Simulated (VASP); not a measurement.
# B (P6/mmm) in VASP: notebook

B is run at these levels: r2SCAN; tasks: single point, relaxation of cell and atoms.

Program: VASP 6.6.1. These are calculated values, not measurements. Logs are shortened: lines on timing, memory, paths and dates and some standing lists are left out, and cuts for length are marked.

## Step 1: The cell of the first run

The structure is hexagonal, space group P6/mmm (No. 191). Conventional cell: a = 3.331 Å, b = 3.331 Å, c = 1.908 Å, α = 90.00°, β = 90.00°, γ = 120.00°. Within 2.5 Å of B (site symmetry 6/mmm) lie 14 B at 1.91 to 2.15 Å. B (site symmetry -6m2) has 11 B at 1.91 to 2.15 Å within 2.5 Å.

## Step 2: Single point, r2SCAN

Input file POSCAR:

```
B
1.0
    3.3309331010      0.0000000000      0.0000000000
   -1.6654665505      2.8846726838      0.0000000000
    0.0000000000      0.0000000000      1.9081102800
B
3
Direct
    0.0000000000      0.0000000000      0.0000000000
    0.3333333333      0.6666666667      0.5000000000
    0.6666666667      0.3333333333      0.5000000000
```

Input file INCAR.step1:

```
  ALGO = Normal
  EDIFF = 1E-4
  ENCUT = 520
  GGA = PE
  ISMEAR = 0
  LASPH = T
  LCHARG = F
  LREAL = F
  LWAVE = T
  NBANDS = 12
  NELM = 60
  PREC = Accurate
  SIGMA = 0.1
```

Input file INCAR.step2:

```
  ALGO = Normal
  EDIFF = 1E-6
  ENCUT = 520
  ISIF = 2
  ISMEAR = 0
  ISTART = 1
  LASPH = T
  LCHARG = F
  LMIXTAU = T
  LREAL = F
  LWAVE = F
  METAGGA = R2SCAN
  NBANDS = 12
  NELM = 60
  PREC = Accurate
  SIGMA = 0.1
```

Input file KPOINTS:

```
k-points
0
Gamma
  6 6 8
```

Potentials or basis: VASP PAW PBE potentials, release 64 (B).

Launch:

```sh
> cat potpaw_PBE.64/B/POTCAR > POTCAR
> cp INCAR.step1 INCAR
> mpirun -np 1 vasp_std > vasp.out
> cp INCAR.step2 INCAR
> mpirun -np 1 vasp_std > vasp.out
```

OUTCAR:

```text
EDIFF = 1E-6
   ENCUT = 520
   ISIF = 2
   ISMEAR = 0
   ISTART = 1
   LASPH = T
   LREAL = F
   METAGGA = R2SCAN
   NELM = 60
   PREC = Accurate

 ion  position               nearest neighbor table
   1  0.000  0.000  0.000-   2 2.15   3 2.15   2 2.15   3 2.15   3 2.15   3 2.15   2 2.15   2 2.15
                             3 2.15   3 2.15   2 2.15   2 2.15
   2  0.333  0.667  0.500-   3 1.92   3 1.92   3 1.92   1 2.15   1 2.15   1 2.15   1 2.15   1 2.15
                             1 2.15
   3  0.667  0.333  0.500-   2 1.92   2 1.92   2 1.92   1 2.15   1 2.15   1 2.15   1 2.15   1 2.15
                             1 2.15

  LATTYP: Found a hexagonal cell.
 ALAT       =     3.3309331010
 C/A-ratio  =     0.5728455727

  Lattice vectors:

 A1 = (   3.3309331010,   0.0000000000,   0.0000000000)
 A2 = (  -1.6654665505,   2.8846726838,   0.0000000000)
 A3 = (   0.0000000000,   0.0000000000,   1.9081102800)

Analysis of symmetry for initial positions (statically):
=====================================================================
 Subroutine PRICEL returns:
 Original cell was already a primitive cell.

 Routine SETGRP: Setting up the symmetry group for a
 hexagonal supercell.

 Subroutine GETGRP returns: Found 24 space group operations
 (whereof 24 operations were pure point group operations)
 out of a pool of 24 trial point group operations.

The static configuration has the point symmetry D_6h.

Analysis of symmetry for dynamics (positions and initial velocities):
=====================================================================
 Subroutine PRICEL returns:
 Original cell was already a primitive cell.

 Routine SETGRP: Setting up the symmetry group for a
 hexagonal supercell.

 Subroutine GETGRP returns: Found 24 space group operations
 (whereof 24 operations were pure point group operations)
 out of a pool of 24 trial point group operations.

The dynamic configuration has the point symmetry D_6h.

 Subroutine INISYM returns: Found 24 space group operations
 (whereof 24 operations are pure point group operations),
 and found     1 'primitive' translations

----------------------------------------------------------------------------------------

                                     Primitive cell

  volume of cell :      18.3344

  direct lattice vectors                    reciprocal lattice vectors
     3.330933101  0.000000000  0.000000000     0.300216177  0.173329890  0.000000000
    -1.665466550  2.884672684  0.000000000     0.000000000  0.346659781  0.000000000
     0.000000000  0.000000000  1.908110280     0.000000000  0.000000000  0.524078724
[... 94 lines left out ...]
   POTIM  = 0.5000    time-step for ionic-motion
   TEBEG  =    0.0;   TEEND  =   0.0 temperature during run
   PSTRESS=    0.0 pullay stress
   NELECT =       9.0000    total number of electrons
   NUPDOWN=      -1.0000    fix difference up-down
   EMIN   =  10.00;   EMAX   =-10.00  energy-range for DOS
   EFERMI =   0.00;   METHOD = LEGACY
   ISMEAR =     0;   SIGMA  =   0.10  broadening in eV -4-tet -1-fermi 0-gaus
   EFERMI_NEDOS =   21; number of points for ismear=-14 and -15
   IALGO  =     38    algorithm
   IMIX   =      4    mixing-type and parameters
     AMIX     =   0.40;   BMIX     =  1.00
     AMIX_MAG =   1.60;   BMIX_MAG =  1.00
  volume/ion in A,a.u.               =       6.11        41.24
  Fermi-wavevector in a.u.,A,eV,Ry     =   1.291419  2.440427 22.691278  1.667762
  Thomas-Fermi vector in A             =   2.423190
   LORBIT       =      0    0 simple, 1 ext, 2 COOP (PROOUT), +10 PAW based schemes
   METAGGA = R2SCAN    functional components
   LHFCALC =     F    Hartree Fock is set to
   AEXX    =    0.0000 exact exchange contribution
   IVDW    =     0    specifies the selected vdW correction
   LEPSILON=     F    determine dielectric tensor
   LRPA    =     F    only Hartree local field effects (RPA)
 non-spin polarized calculation
 Gauss-broadening in eV      SIGMA  =   0.10
  energy-cutoff  :      520.00
  volume of cell :       18.33
 maximum number of plane-waves:       507
 NGX is ok and might be reduce to    28
   NGX = 13   NGY = 13   NGZ =  7

 number of electron       9.0000000 magnetization

 Free energy of the ion-electron system (eV)
  ---------------------------------------------------
  ext. energy  EPLUGINS =         0.00000000
  ---------------------------------------------------
  free energy    TOTEN  =       -16.91377963 eV

  energy without entropy =      -16.91109940  energy(sigma->0) =      -16.91243951

 E-fermi :   9.6522     XC(G=0): -13.9816

 val. band max:        9.6486895931   @ k =   0.1667   0.0000   0.3750
 cond. band min:       9.8257976778   @ k =   0.0000   0.0000   0.2500
 fundamental gap:      0.1771080847
 Fermi energy:         9.6522351581

 k-point     1 :       0.0000    0.0000    0.0000
  band No.  band energies     occupation
      1      -9.8386      2.00000
      2       4.5018      2.00000
      3       4.5018      2.00000
      4       4.6086      2.00000
      5       4.6086      2.00000
      6       8.8895      2.00000
      7       9.4026      1.99959
      8      21.1607      0.00000
      9      26.5220      0.00000
     10      26.5220      0.00000
     11      28.4273      0.00000
     12      29.1159      0.00000
[... 331 lines left out ...]
 k-point    24 :       0.3333    0.0000    0.3750
  band No.  band energies     occupation
      1      -3.2401      2.00000
      2       1.5330      2.00000
      3       5.4149      2.00000
      4       6.1090      2.00000
      5       8.9004      2.00000
      6      11.7077      0.00000
      7      14.2326      0.00000
      8      14.5822      0.00000
      9      19.0806      0.00000
     10      20.0880      0.00000
     11      22.2938      0.00000
     12      23.5705      0.00000

 [... further k-points ...]
[... 5 lines left out ...]
  --------------------------------------------------------------------------------------
  -------------------------------------------------------------------------------------
  Total       -0.0192659     -0.0192659     -0.0253739      0.0000000     -0.0000000      0.0000000
  in kB       -1.6835793     -1.6835793     -2.2173367      0.0000000     -0.0000000      0.0000000
  external PRESSURE =      -1.8614984 kB  Pullay stress =       0.0000000 kB

 VOLUME and BASIS-vectors are now :
 -----------------------------------------------------------------------------
  energy-cutoff  :      520.00
  volume of cell :       18.33
      direct lattice vectors                 reciprocal lattice vectors
     3.330933101  0.000000000  0.000000000     0.300216177  0.173329890  0.000000000
    -1.665466550  2.884672684  0.000000000     0.000000000  0.346659781  0.000000000
     0.000000000  0.000000000  1.908110280     0.000000000  0.000000000  0.524078724

 POSITION                                       TOTAL-FORCE (eV/Angst)
 -----------------------------------------------------------------------------------
      0.00000      0.00000      0.00000        -0.000000      0.000000      0.000000
     -0.00000      1.92312      0.95406         0.000000     -0.000000     -0.000000
      1.66547      0.96156      0.95406        -0.000000      0.000000      0.000000
 -----------------------------------------------------------------------------------
    total drift:                                0.000000     -0.000000     -0.000000

  FREE ENERGIE OF THE ION-ELECTRON SYSTEM (eV)
  ---------------------------------------------------
  free  energy   TOTEN  =       -16.9137796289 eV

  energy  without entropy=      -16.9110993999  energy(sigma->0) =      -16.91243951
```

Wall time 13 s (1 thread of Intel Xeon 6975P-C (Granite Rapids), shared host); peak memory 0.12 GiB.

What came out:

* Free energy: -16.9138 eV
* Pressure: -0.2 GPa

Levels at points of the mesh, in eV from the Fermi level:
| k point | band 2 | band 3 | band 4 | band 5 | band 6 | band 7 | band 8 | band 9 |
| --- | --- | --- | --- | --- | --- | --- | --- | --- |
| (0.00, 0.00, 0.00) | -5.15 | -5.15 | -5.04 | -5.04 | -0.76 | -0.25 | 11.51 | 16.87 |
| (0.50, 0.00, 0.00) | -15.50 | -9.60 | -5.29 | 7.15 | 7.49 | 7.67 | 7.95 | 10.48 |
| (0.00, 0.00, 0.50) | -10.69 | 0.68 | 1.49 | 1.49 | 3.67 | 3.73 | 3.73 | 6.12 |
| (0.50, 0.00, 0.50) | -8.15 | -5.61 | -4.67 | -1.04 | 1.73 | 1.89 | 2.77 | 10.45 |

Caveat: the k points lie up to 0.41 Å⁻¹ apart; the PAW data sets were made with another functional, which shifts forces and pressure a little.

## Step 3: Single point, r2SCAN

This run uses another cell than the first one, of 8.11 Å³/atom, 1.327 times its volume.

Input file POSCAR:

```
B
1.0
    3.5789488132      0.0000000000      0.0000000000
   -1.7894744066      3.0994605911      0.0000000000
    0.0000000000      0.0000000000      2.1940512290
B
3
Direct
    0.0000000000      0.0000000000      0.0000000000
    0.3333333333      0.6666666667      0.5000000000
    0.6666666667      0.3333333333      0.5000000000
```

Input file INCAR.step1:

```
SYSTEM = B
ALGO = Normal ; EDIFF = 1E-4
ENCUT = 520 ; GGA = PE
ISMEAR = 0 ; LASPH = .TRUE.
LCHARG = .FALSE. ; LREAL = .FALSE.
LWAVE = .TRUE. ; NBANDS = 12
NELM = 100 ; PREC = Accurate
SIGMA = 0.1
```

Input file INCAR.step2:

```
SYSTEM = B
ALGO = Normal ; EDIFF = 1E-6
ENCUT = 520 ; ISIF = 2
ISMEAR = 0 ; ISTART = 1
LASPH = .TRUE. ; LCHARG = .FALSE.
LMIXTAU = .TRUE. ; LREAL = .FALSE.
LWAVE = .FALSE. ; METAGGA = R2SCAN
NBANDS = 12 ; NELM = 100
PREC = Accurate ; SIGMA = 0.1
```

Input file KPOINTS:

```
k-points
0
G
  6 6 8
  0 0 0
```

Potentials or basis: VASP PAW PBE potentials, release 64 (B).

Launch:

```sh
> cat potpaw_PBE.64/B/POTCAR > POTCAR
> cp INCAR.step1 INCAR
> mpirun -np 1 vasp_std > vasp.out
> cp INCAR.step2 INCAR
> mpirun -np 1 vasp_std > vasp.out
```

Run time: 16 s. Hardware: 1 thread of Intel Xeon 6975P-C (Granite Rapids), shared host; peak memory 0.13 GiB.

The run converged. Its results:

| Property | Result |
| --- | --- |
| Free energy | -15.9228 eV |
| Pressure | -36.1 GPa |

Levels at points of the mesh, in eV from the Fermi level:
```tsv
k point	band 1	band 2	band 3	band 4	band 5	band 6	band 7	band 8	band 9
(0.00, 0.00, 0.00)	-16.21	-3.23	-3.23	-3.10	-3.10	-0.82	-0.44	7.19	13.56
(0.50, 0.00, 0.00)	-12.81	-12.66	-7.00	-4.33	6.53	6.76	6.86	7.80	9.20
(0.00, 0.00, 0.50)	-9.51	-9.05	0.94	0.94	1.52	2.73	3.23	3.23	5.06
(0.50, 0.00, 0.50)	-7.12	-6.22	-5.24	-4.72	-1.06	0.94	1.52	1.86	8.87
```

Caveat: the PAW data sets were made with another functional, which shifts forces and pressure a little.

## Step 4: Relaxation of cell and atoms, r2SCAN

This run uses another cell than the first one, of 8.11 Å³/atom, 1.327 times its volume.

POSCAR is that of step 3.

Input file INCAR.step1:

```
SYSTEM = B
PREC = Accurate ; ENCUT = 600
ISMEAR = 0 ; SIGMA = 0.1
LREAL = .False. ; LASPH = .True.
NELM = 80 ; GGA = PE
ALGO = Normal ; EDIFF = 1E-4
LWAVE = .True. ; LCHARG = .False.
```

Input file INCAR.step2:

```
SYSTEM = B
PREC = Accurate ; ENCUT = 600
EDIFF = 1E-7 ; ISMEAR = 0
SIGMA = 0.1 ; LREAL = .False.
LASPH = .True. ; NELM = 80
ALGO = Normal ; ISIF = 3
LWAVE = .False. ; LCHARG = .False.
METAGGA = R2SCAN ; LMIXTAU = .True.
IBRION = 2 ; NSW = 90
EDIFFG = -0.04 ; ISTART = 1
```

Input file KPOINTS:

```
regular mesh
0
Gamma
  6 6 8
  0 0 0
```

Launch:

```sh
> cat potpaw_PBE.64/B/POTCAR > POTCAR
> cp INCAR.step1 INCAR
> mpirun -np 1 vasp_std > vasp.out
> cp INCAR.step2 INCAR
> mpirun -np 1 vasp_std > vasp.out
```

Wall time 61 s (1 thread of Intel Xeon 6975P-C (Granite Rapids), shared host); peak memory 0.14 GiB.

Results (log left out):

* Free energy: -16.8900 eV
* Relaxed volume: 6.03 Å³/atom
* Relaxed cell: a = 3.247 Å, b = 3.247 Å, c = 1.983 Å, α = 90.00°, β = 90.00°, γ = 120.00°
* Space group after relaxing (to 0.05 Å): P6/mmm (No. 191)
* Energy gained by relaxing: 321.9 meV/atom
* Ionic steps: 5
* Pressure after relaxing: -0.6 GPa

Step by step:
| step | energy change (eV) | largest force (eV/Å) | pressure (GPa) | volume (Å³) |
| --- | --- | --- | --- | --- |
| 1 | 0.0000 | 0.0000 | -36.14 | 24.34 |
| 2 | -0.9592 | 0.0000 | -5.15 | 18.44 |
| 3 | -0.9655 | 0.0000 | -0.25 | 18.08 |
| 4 | -0.9651 | 0.0000 | 1.35 | 17.96 |
| 5 | -0.9657 | 0.0000 | -0.59 | 18.10 |

Final structure:
```xyz
3
Lattice="3.2466 0.0000 0.0000 -1.6233 2.8117 0.0000 0.0000 0.0000 1.9827" Properties=species:S:1:pos:R:3 pbc="T T T"
B     0.0000    0.0000    1.9827
B     0.0000    1.8744    0.9914
B     1.6233    0.9372    0.9914
```

Levels at points of the mesh, in eV from the Fermi level:
| k point | band 3 | band 4 | band 5 | band 6 | band 7 | band 8 |
| --- | --- | --- | --- | --- | --- | --- |
| (0.00, 0.00, 0.00) | -4.81 | -4.76 | -4.76 | 0.40 | 0.87 | 8.90 |
| (0.50, 0.00, 0.00) | -9.52 | -4.61 | 7.92 | 8.61 | 8.99 | 9.02 |
| (0.00, 0.00, 0.50) | 0.83 | 0.83 | 1.46 | 3.37 | 3.37 | 4.12 |
| (0.50, 0.00, 0.50) | -6.03 | -5.71 | -1.84 | 1.39 | 1.72 | 2.68 |

Caveat: the volume moved by over 15 % at a fixed basis, so the end points are rough; the PAW data sets were made with another functional, which shifts forces and pressure a little.

## Step 5: The runs side by side

```csv
task,cell,cutoff (eV),gap on the mesh (eV),pressure (GPa)
single point,"a = 3.331, b = 3.331, c = 1.908 Å, angles 90.0, 90.0, 120.0°, 3 atoms",520,none,-0.2
single point,"a = 3.579, b = 3.579, c = 2.194 Å, angles 90.0, 90.0, 120.0°, 3 atoms",520,none,-36.1
relaxation of cell and atoms,"relaxed from a = 3.579, b = 3.579, c = 2.194 Å, angles 90.0, 90.0, 120.0°, 3 atoms",600,none,-0.6
```

Alike in all rows: level r2SCAN; potentials or basis VASP PAW PBE potentials, release 64 (B); no spin polarisation; k mesh 6 × 6 × 8; smearing gaussian 0.1 eV.

Caveats: some runs use coarse meshes; the PAW data sets were made with another functional, which shifts forces and pressure a little; the volume moved by over 15 % at a fixed basis, so the end points are rough (some runs).

Absolute energies hang on the potentials; compare differences alone.
